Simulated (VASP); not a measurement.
# GaP in VASP: notebook, part 2 of 2

VASP 6.6.1. The steps go on from the part before.

### 4 Single point, PBE (strain +0.040 along x and y, +0.040 along z)

INCAR reads:

```
ALGO = Normal
EDIFF = 1E-6
ENCUT = 520
GGA = PE
ISIF = 2
ISMEAR = 0
LASPH = T
LCHARG = F
LREAL = F
LWAVE = F
NBANDS = 16
NELM = 60
PREC = Accurate
SIGMA = 0.05
```

KPOINTS reads:

```
k-points
0
Gamma
  8 8 8
```

POSCAR reads:

```
GaP
1.0
    0.0000000000      2.8342600000      2.8342600000
    2.8342600000      0.0000000000      2.8342600000
    2.8342600000      2.8342600000      0.0000000000
Ga P
1 1
Direct
    0.0000000000      0.0000000000      0.0000000000
    0.7500000000      0.7500000000      0.7500000000
```

Potentials or basis: VASP PAW PBE potentials, release 64 (Ga_d, P).

The run is started by

```console
> cat potpaw_PBE.64/Ga_d/POTCAR potpaw_PBE.64/P/POTCAR > POTCAR
> mpirun -np 1 vasp_std > vasp.out
```

OUTCAR:

```text
EDIFF = 1E-6
   ENCUT = 520
   GGA = PE
   ISIF = 2
   ISMEAR = 0
   LASPH = T
   LREAL = F
   NELM = 60
   PREC = Accurate

 ion  position               nearest neighbor table
   1  0.000  0.000  0.000-   2 2.45   2 2.45   2 2.45   2 2.45
   2  0.750  0.750  0.750-   1 2.45   1 2.45   1 2.45   1 2.45

  LATTYP: Found a face centered cubic cell.
 ALAT       =     5.6685200000

  Lattice vectors:

 A1 = (   0.0000000000,   2.8342600000,   2.8342600000)
 A2 = (   2.8342600000,   0.0000000000,   2.8342600000)
 A3 = (   2.8342600000,   2.8342600000,   0.0000000000)

Analysis of symmetry for initial positions (statically):
=====================================================================
 Subroutine PRICEL returns:
 Original cell was already a primitive cell.

 Routine SETGRP: Setting up the symmetry group for a
 face centered cubic supercell.

 Subroutine GETGRP returns: Found 24 space group operations
 (whereof 24 operations were pure point group operations)
 out of a pool of 48 trial point group operations.

The static configuration has the point symmetry T_d .

Analysis of symmetry for dynamics (positions and initial velocities):
=====================================================================
 Subroutine PRICEL returns:
 Original cell was already a primitive cell.

 Routine SETGRP: Setting up the symmetry group for a
 face centered cubic supercell.

 Subroutine GETGRP returns: Found 24 space group operations
 (whereof 24 operations were pure point group operations)
 out of a pool of 48 trial point group operations.

The dynamic configuration has the point symmetry T_d .

 Subroutine INISYM returns: Found 24 space group operations
 (whereof 24 operations are pure point group operations),
 and found     1 'primitive' translations

----------------------------------------------------------------------------------------

                                     Primitive cell

  volume of cell :      45.5354

  direct lattice vectors                    reciprocal lattice vectors
     0.000000000  2.834260000  2.834260000    -0.176412891  0.176412891  0.176412891
     2.834260000  0.000000000  2.834260000     0.176412891 -0.176412891  0.176412891
     2.834260000  2.834260000  0.000000000     0.176412891  0.176412891 -0.176412891

  length of vectors
     4.008248931  4.008248931  4.008248931     0.305556090  0.305556090  0.305556090

  position of ions in fractional coordinates (direct lattice)
     0.000000000  0.000000000  0.000000000
     0.750000000  0.750000000  0.750000000

  ion indices of the primitive-cell ions
   primitive index   ion index
                 1           1
                 2           2

----------------------------------------------------------------------------------------

 KPOINTS: k-points

Automatic generation of k-mesh.
 Grid dimensions read from file:
 generate k-points for:    8    8    8

 Generating k-lattice:

  Cartesian coordinates                     Fractional coordinates (reciprocal lattice)
    -0.022051611  0.022051611  0.022051611     0.125000000  0.000000000  0.000000000
     0.022051611 -0.022051611  0.022051611     0.000000000  0.125000000  0.000000000
     0.022051611  0.022051611 -0.022051611     0.000000000  0.000000000  0.125000000

  Length of vectors
     0.038194511  0.038194511  0.038194511

  Shift w.r.t. Gamma in fractional coordinates (k-lattice)
     0.000000000  0.000000000  0.000000000

 Subroutine IBZKPT returns following result:
 ===========================================

 Found     29 irreducible k-points:

 Following reciprocal coordinates:
            Coordinates               Weight
  0.000000  0.000000  0.000000      1.000000
  0.125000  0.000000  0.000000      8.000000
  0.250000  0.000000  0.000000      8.000000
  0.375000  0.000000  0.000000      8.000000
  0.500000  0.000000  0.000000      4.000000
  0.125000  0.125000  0.000000      6.000000
[... 16 lines left out ...]
  0.500000  0.250000  0.125000     48.000000
 -0.375000  0.250000  0.125000     24.000000
 [... further k-points ...]
   k-points           NKPTS =     29   k-points in BZ     NKDIM =     29   number of bands    NBANDS=     16
   number of dos      NEDOS =    301   number of ions     NIONS =      2
   total plane-waves  NPLWV =  27000
   dimension x,y,z NGX =    30 NGY =   30 NGZ =   30
   dimension x,y,z NGXF=    60 NGYF=   60 NGZF=   60
   ions per type =               1   1
   NGX,Y,Z   is equivalent  to a cutoff of  12.44, 12.44, 12.44 a.u.
   NGXF,Y,Z  is equivalent  to a cutoff of  24.89, 24.89, 24.89 a.u.
 SYSTEM =  unknown system
   PREC   = accura    normal or accurate (medium, high low for compatibility)
   ISTART =      0    job   : 0-new  1-cont  2-samecut
   ICHARG =      2    charge: 1-file 2-atom 10-const
   ISPIN  =      1    spin polarized calculation?
   LNONCOLLINEAR =      F non collinear calculations
   LSORBIT =      F    spin-orbit coupling
   LASPH  =      T    aspherical Exc in radial PAW
   ENCUT  =  520.0 eV  38.22 Ry    6.18 a.u.   7.45  7.45  7.45*2*pi/ulx,y,z
   NELM   =     60;   NELMIN=  2; NELMDL= -5     # of ELM steps
   EDIFF  = 0.1E-05   stopping-criterion for ELM
   LREAL  =      F    real-space projection
   EDIFFG = 0.1E-04   stopping-criterion for IOM
   NSW    =      0    number of steps for IOM
   IBRION =     -1    ionic relax: 0-MD 1-quasi-New 2-CG
   NFREE  =      0    steps in history (QN), initial steepest desc. (CG)
   ISIF   =      2    stress and relaxation
   ISYM   =      2    0-nonsym 1-usesym 2-fastsym
   POTIM  = 0.5000    time-step for ionic-motion
   TEBEG  =    0.0;   TEEND  =   0.0 temperature during run
   PSTRESS=    0.0 pullay stress
   NELECT =      18.0000    total number of electrons
   NUPDOWN=      -1.0000    fix difference up-down
   EMIN   =  10.00;   EMAX   =-10.00  energy-range for DOS
   EFERMI =   0.00;   METHOD = LEGACY
   ISMEAR =     0;   SIGMA  =   0.05  broadening in eV -4-tet -1-fermi 0-gaus
   EFERMI_NEDOS =   21; number of points for ismear=-14 and -15
   IALGO  =     38    algorithm
   IMIX   =      4    mixing-type and parameters
     AMIX     =   0.40;   BMIX     =  1.00
     AMIX_MAG =   1.60;   BMIX_MAG =  1.00
  volume/ion in A,a.u.               =      22.77       153.64
  Fermi-wavevector in a.u.,A,eV,Ry     =   1.201478  2.270465 19.640696  1.443550
  Thomas-Fermi vector in A             =   2.337286
   LORBIT       =      0    0 simple, 1 ext, 2 COOP (PROOUT), +10 PAW based schemes
   GGA     = PE    functional components
   LHFCALC =     F    Hartree Fock is set to
   AEXX    =    0.0000 exact exchange contribution
   IVDW    =     0    specifies the selected vdW correction
   LEPSILON=     F    determine dielectric tensor
   LRPA    =     F    only Hartree local field effects (RPA)
 non-spin polarized calculation
 Gauss-broadening in eV      SIGMA  =   0.05
  energy-cutoff  :      520.00
  volume of cell :       45.54
 maximum number of plane-waves:      1243
 NGX is ok and might be reduce to    30
   NGX = 15   NGY = 15   NGZ = 15

 number of electron      17.9999990 magnetization

 Free energy of the ion-electron system (eV)
  ---------------------------------------------------
  ext. energy  EPLUGINS =         0.00000000
  ---------------------------------------------------
  free energy    TOTEN  =        -9.05526349 eV

  energy without entropy =       -9.05526349  energy(sigma->0) =       -9.05526349

 E-fermi :   3.7485     XC(G=0):  -9.3070

 val. band max:        3.5255700404   @ k =   0.0000   0.0000   0.0000
 cond. band min:       4.4064395987   @ k =   0.0000   0.0000   0.0000
 fundamental gap:      0.8808695583
 Fermi energy:         3.7485148718

 k-point     1 :       0.0000    0.0000    0.0000
  band No.  band energies     occupation
      1     -10.8745      2.00000
      2     -10.8745      2.00000
      3     -10.8745      2.00000
      4     -10.8059      2.00000
      5     -10.8059      2.00000
      6      -8.1434      2.00000
[... 8 lines left out ...]
     15      13.1414      0.00000
     16      13.1414      0.00000

 k-point     2 :       0.1250    0.0000    0.0000
  band No.  band energies     occupation
      1     -10.8822      2.00000
      2     -10.8714      2.00000
      3     -10.8713      2.00000
      4     -10.8059      2.00000
      5     -10.8059      2.00000
      6      -7.9706      2.00000
[... 8 lines left out ...]
     15      12.5816      0.00000
     16      12.6808      0.00000
[... 387 lines left out ...]
      5     -10.7998      2.00000
      6      -6.4492      2.00000
[... 8 lines left out ...]
     15      14.4386      0.00000
     16      15.8034      0.00000

 k-point    24 :      -0.3750    0.2500    0.1250
  band No.  band energies     occupation
      1     -10.9300      2.00000
      2     -10.8535      2.00000
      3     -10.8456      2.00000
      4     -10.8087      2.00000
      5     -10.8009      2.00000
      6      -6.0973      2.00000
[... 8 lines left out ...]
     15      15.0644      0.00000
     16      15.3826      0.00000

 [... further k-points ...]
[... 5 lines left out ...]
  --------------------------------------------------------------------------------------
  -------------------------------------------------------------------------------------
  Total       -1.5689050     -1.5689050     -1.5689050      0.0000000      0.0000000      0.0000000
  in kB      -55.2024257    -55.2024257    -55.2024257      0.0000000      0.0000000      0.0000000
  external PRESSURE =     -55.2024257 kB  Pullay stress =       0.0000000 kB

 VOLUME and BASIS-vectors are now :
 -----------------------------------------------------------------------------
  energy-cutoff  :      520.00
  volume of cell :       45.54
      direct lattice vectors                 reciprocal lattice vectors
     0.000000000  2.834260000  2.834260000    -0.176412891  0.176412891  0.176412891
     2.834260000  0.000000000  2.834260000     0.176412891 -0.176412891  0.176412891
     2.834260000  2.834260000  0.000000000     0.176412891  0.176412891 -0.176412891

 POSITION                                       TOTAL-FORCE (eV/Angst)
 -----------------------------------------------------------------------------------
      0.00000      0.00000      0.00000         0.000000     -0.000000     -0.000000
      4.25139      4.25139      4.25139        -0.000000      0.000000      0.000000
 -----------------------------------------------------------------------------------
    total drift:                               -0.000002     -0.000002     -0.000002

  FREE ENERGIE OF THE ION-ELECTRON SYSTEM (eV)
  ---------------------------------------------------
  free  energy   TOTEN  =        -9.0552634892 eV

  energy  without entropy=       -9.0552634892  energy(sigma->0) =       -9.05526349
```

Run time: 14 s. Hardware: 1 thread of AMD EPYC 7R13 (Zen 3), shared host; peak memory 0.14 GiB.

What came out:

```yaml
Free_energy: -9.0553 eV
Pressure: -5.5 GPa
Band_gap_on_the_k_mesh: 0.88 eV, direct
```

Caveat: the cell differs from its parent crystal (strain +0.040 along x and y, +0.040 along z). A k mesh can miss the band edges.

### 5 Single point, PBE (strain +0.080 along x and y, +0.080 along z)

INCAR reads:

```
  PREC = Accurate
  ENCUT = 520
  EDIFF = 1E-6
  ISMEAR = 0
  SIGMA = 0.05
  LREAL = False
  LASPH = True
  NELM = 100
  ALGO = Normal
  ISIF = 2
  LWAVE = False
  LCHARG = False
  GGA = PE
  NBANDS = 16
```

KPOINTS reads:

```
Automatic mesh
0
Gamma
  8 8 8
```

POSCAR reads:

```
GaP
1.0
    0.0000000000      2.9432700000      2.9432700000
    2.9432700000      0.0000000000      2.9432700000
    2.9432700000      2.9432700000      0.0000000000
Ga P
1 1
Direct
    0.0000000000      0.0000000000      0.0000000000
    0.7500000000      0.7500000000      0.7500000000
```

The run is started by

```console
> cat potpaw_PBE.64/Ga_d/POTCAR potpaw_PBE.64/P/POTCAR > POTCAR
> mpirun -np 1 vasp_std > vasp.out
```

It took 15 s on 1 thread of AMD EPYC 7R13 (Zen 3), shared host; peak memory 0.15 GiB.

The run converged. Its results:

* Free energy: -8.7896 eV
* Pressure: -9.6 GPa
* Band gap on the k mesh: 0.04 eV, direct

Levels at points of the mesh, in eV from the valence-band top:
```csv
k point,band 6,band 7,band 8,band 9,band 10,band 11,band 12,band 13
"(0.00, 0.00, 0.00)",-10.99,0.00,0.00,0.00,0.04,3.87,3.87,3.87
"(0.50, 0.00, 0.00)",-9.58,-5.53,-0.82,-0.82,1.00,4.68,4.68,7.59
"(0.50, 0.50, 0.00)",-8.97,-5.81,-1.98,-1.98,1.87,2.05,8.90,8.90
```

Caveat: the cell differs from its parent crystal (strain +0.080 along x and y, +0.080 along z).

### 6 Single point, PBE (strain -0.080 along x and y, -0.040 along z)

INCAR reads:

```
SYSTEM = GaP
ALGO = Normal ; EDIFF = 1E-6
ENCUT = 520 ; GGA = PE
ISIF = 2 ; ISMEAR = 0
LASPH = .TRUE. ; LCHARG = .TRUE.
LELF = .TRUE. ; LREAL = .FALSE.
LVHAR = .TRUE. ; LWAVE = .FALSE.
NBANDS = 16 ; NELM = 60
PREC = Accurate ; SIGMA = 0.05
```

KPOINTS reads:

```
k-points
0
G
  8 8 8
  0 0 0
```

POSCAR reads:

```
GaP
1.0
    0.0000000000      2.5072300000      2.6162400000
    2.5072300000      0.0000000000      2.6162400000
    2.5072300000      2.5072300000      0.0000000000
Ga P
1 1
Direct
    0.0000000000      0.0000000000      0.0000000000
    0.7500000000      0.7500000000      0.7500000000
```

Potentials or basis: VASP PAW PBE potentials, release 64 (Ga_d, P).

The run is started by

```console
> cat potpaw_PBE.64/Ga_d/POTCAR potpaw_PBE.64/P/POTCAR > POTCAR
> mpirun -np 1 vasp_std > vasp.out
```

OUTCAR:

```text
SYSTEM = GaP
   EDIFF = 1E-6
   ENCUT = 520
   GGA = PE
   ISIF = 2
   ISMEAR = 0
   LASPH = .TRUE.
   LREAL = .FALSE.
   NELM = 60
   PREC = Accurate

 ion  position               nearest neighbor table
   1  0.000  0.000  0.000-   2 2.20   2 2.20   2 2.20   2 2.20
   2  0.750  0.750  0.750-   1 2.20   1 2.20   1 2.20   1 2.20

  LATTYP: Found a body centered tetragonal cell.
 ALAT       =     3.5457586700
 C/A-ratio  =     1.4757011086

  Lattice vectors:

 A1 = (  -2.5072300000,   0.0000000000,   2.6162400000)
 A2 = (   2.5072300000,   0.0000000000,   2.6162400000)
 A3 = (   0.0000000000,   2.5072300000,  -2.6162400000)

Analysis of symmetry for initial positions (statically):
=====================================================================
 Subroutine PRICEL returns:
 Original cell was already a primitive cell.

 Routine SETGRP: Setting up the symmetry group for a
 body centered tetragonal supercell.

 Subroutine GETGRP returns: Found  8 space group operations
 (whereof  8 operations were pure point group operations)
[... 157 lines left out ...]
  ---------------------------------------------------
  ext. energy  EPLUGINS =         0.00000000
  ---------------------------------------------------
  free energy    TOTEN  =        -8.43237458 eV

  energy without entropy =       -8.43237458  energy(sigma->0) =       -8.43237458

 E-fermi :   7.4273     XC(G=0): -10.8145

 val. band max:        7.1340966251   @ k =   0.0000   0.0000   0.0000
 cond. band min:       8.0512670769   @ k =   0.5000   0.0000   0.5000
 fundamental gap:      0.9171704519
 Fermi energy:         7.4273062905

 k-point     1 :       0.0000    0.0000    0.0000
  band No.  band energies     occupation
      1      -8.0698      2.00000
      2      -8.0551      2.00000
      3      -8.0551      2.00000
      4      -7.8834      2.00000
      5      -7.8781      2.00000
      6      -7.2254      2.00000
[... 433 lines left out ...]
      3      -8.0066      2.00000
      4      -7.8962      2.00000
      5      -7.8596      2.00000
      6      -5.2708      2.00000
[... 8 lines left out ...]
     15      18.3546      0.00000
     16      19.1068      0.00000

 [... further k-points ...]
[... 5 lines left out ...]
  --------------------------------------------------------------------------------------
  -------------------------------------------------------------------------------------
  Total        6.4730698      6.4730698      5.8285071      0.0000000      0.0000000      0.0000000
  in kB      315.3007045    315.3007045    283.9043071      0.0000000      0.0000000      0.0000000
  external PRESSURE =     304.8352387 kB  Pullay stress =       0.0000000 kB

 VOLUME and BASIS-vectors are now :
 -----------------------------------------------------------------------------
  energy-cutoff  :      520.00
  volume of cell :       32.89
      direct lattice vectors                 reciprocal lattice vectors
     0.000000000  2.507230000  2.616240000    -0.199423268  0.199423268  0.191113965
     2.507230000  0.000000000  2.616240000     0.199423268 -0.199423268  0.191113965
     2.507230000  2.507230000  0.000000000     0.199423268  0.199423268 -0.191113965

 POSITION                                       TOTAL-FORCE (eV/Angst)
 -----------------------------------------------------------------------------------
      0.00000      0.00000      0.00000        -0.000000     -0.000000      0.000000
      3.76084      3.76084      3.92436         0.000000      0.000000     -0.000000
 -----------------------------------------------------------------------------------
    total drift:                               -0.000000     -0.000000     -0.000002

  FREE ENERGIE OF THE ION-ELECTRON SYSTEM (eV)
  ---------------------------------------------------
  free  energy   TOTEN  =        -8.4323745807 eV

  energy  without entropy=       -8.4323745807  energy(sigma->0) =       -8.43237458
```

Run time: 22 s. Hardware: 1 thread of AMD EPYC 7R13 (Zen 3), shared host; peak memory 0.14 GiB.

Results:

```
Free energy            : -8.4324 eV
Pressure               : 30.5 GPa
Band gap on the k mesh : 0.92 eV, indirect (least direct gap 3.46 eV)
```

Levels at points of the mesh, in eV from the valence-band top:
```csv
k point,band 5,band 6,band 7,band 8,band 9,band 10,band 11,band 12,band 13,band 14
"(0.00, 0.00, 0.00)",-15.01,-14.36,-0.30,0.00,0.00,3.49,3.64,3.64,3.71,9.37
"(0.50, 0.00, 0.00)",-14.99,-11.51,-8.11,-1.79,-1.34,2.12,4.35,4.69,8.46,12.01
"(0.50, 0.50, 0.00)",-14.98,-10.52,-8.20,-3.35,-3.35,1.30,1.69,12.06,12.06,12.86
"(0.50, 0.00, 0.50)",-14.97,-10.24,-7.84,-3.74,-3.69,0.92,1.24,11.61,12.01,12.53
```

Caveat: the cell differs from its parent crystal (strain -0.080 along x and y, -0.040 along z). A k mesh can miss the band edges.

### 7 Single point, PBE (strain -0.040 along x and y, +0.000 along z)

INCAR reads:

```
SYSTEM = GaP
  PREC = Accurate
  ENCUT = 520
  EDIFF = 1E-6
  ISMEAR = 0
  SIGMA = 0.05
  LREAL = .False.
  LASPH = .True.
  NELM = 100
  ALGO = Normal
  ISIF = 2
  LWAVE = .False.
  LCHARG = .True.
  GGA = PE
  LELF = .True.
  LVHAR = .True.
  NBANDS = 16
```

KPOINTS reads:

```
Automatic mesh
0
Gamma
  8 8 8
  0 0 0
```

POSCAR reads:

```
GaP
1.0
    0.0000000000      2.6162400000      2.7252500000
    2.6162400000      0.0000000000      2.7252500000
    2.6162400000      2.6162400000      0.0000000000
Ga P
1 1
Direct
    0.0000000000      0.0000000000      0.0000000000
    0.7500000000      0.7500000000      0.7500000000
```

The run is started by

```console
> cat potpaw_PBE.64/Ga_d/POTCAR potpaw_PBE.64/P/POTCAR > POTCAR
> mpirun -np 1 vasp_std > vasp.out
```

Run time: 23 s. Hardware: 1 thread of AMD EPYC 7R13 (Zen 3), shared host; peak memory 0.14 GiB.

The run converged. Its results:

| Quantity | Value |
| --- | --- |
| Free energy | -8.9785 eV |
| Pressure | 10.9 GPa |
| Band gap on the k mesh | 1.28 eV, indirect (least direct gap 2.42 eV) |

Stress tensor (GPa, compression positive):
```
11.95  0.00  0.00
 0.00 11.95  0.00
 0.00  0.00  8.70
```

Levels at points of the mesh, in eV from the valence-band top:
```tsv
k point	band 6	band 7	band 8	band 9	band 10	band 11	band 12	band 13
(0.00, 0.00, 0.00)	-13.22	-0.26	0.00	0.00	2.42	3.75	3.75	3.84
(0.50, 0.00, 0.00)	-10.87	-7.21	-1.52	-1.14	1.79	4.49	4.78	8.35
(0.50, 0.50, 0.00)	-10.00	-7.44	-2.86	-2.86	1.60	1.91	11.15	11.15
(0.50, 0.00, 0.50)	-9.79	-7.14	-3.18	-3.14	1.28	1.51	10.91	11.04
```

Caveat: the cell differs from its parent crystal (strain -0.040 along x and y, +0.000 along z). A k mesh can miss the band edges.

### 8 The runs side by side

```csv
cell,gap on the mesh (eV),pressure (GPa)
"a = 3.546 Å, angles 60.0°, 2 atoms",1.01,39.5
"a = 3.700 Å, angles 60.0°, 2 atoms",1.37,16.3
"a = 4.008 Å, angles 60.0°, 2 atoms",0.88,-5.5
"a = 4.162 Å, angles 60.0°, 2 atoms",0.04,-9.6
"a = 3.624, b = 3.624, c = 3.546 Å, angles 60.7, 60.7, 58.6°, 2 atoms",0.92,30.5
"a = 3.778, b = 3.778, c = 3.700 Å, angles 60.7, 60.7, 58.6°, 2 atoms",1.28,10.9
```

Alike in all rows: task single point; level PBE; potentials or basis VASP PAW PBE potentials, release 64 (Ga_d, P); no spin polarisation; k mesh 8 × 8 × 8; cutoff (eV) 520; smearing gaussian 0.05 eV.

Total energies depend on the potentials used, so only differences within one code and one set of settings carry meaning.
